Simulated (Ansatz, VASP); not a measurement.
**Two plane-wave programs on Ru**

```
Ru
1.0
     2.69113    0.00000    0.00000
    -1.34557    2.33059    0.00000
     0.00000    0.00000    4.24728
Ru
2
Cartesian
  0.0000 1.5537 1.0618
  1.3456 0.7769 3.1855
```

Alike in both runs: functional PBEsol; k mesh 39 × 39 × 22; occupations gaussian, width 0.1 eV; no spin polarisation.

Ansatz relaxed the structure, and its values are those at the end. VASP's run is a single point on that final structure, the one shown.

|  | VASP | Ansatz |
| --- | --- | --- |
| version | VASP 6.6.1 | Ansatz 0.2.0 |
| potentials or method | VASP PAW PBE potentials, release 64 (Ru_pv) | scalar-relativistic, plane waves, PAW |
| plane-wave cutoff (eV) | 520 | 420 |
| valence electrons in the cell | 28 | 32 |

|  | VASP | Ansatz | Ansatz less VASP |
| --- | --- | --- | --- |
| gap on the k mesh at the Fermi level (eV) | none | none | - |
| pressure (GPa) | 0.0 | 0.0 | +0.04 |

VASP's potentials were made for PBE, not for PBEsol. A gap of «none» marks a metal or a gap that the smearing closes. VASP's potentials hold 28 valence electrons a cell and Ansatz's 32, so a difference there can come from the potentials and not from the codes.
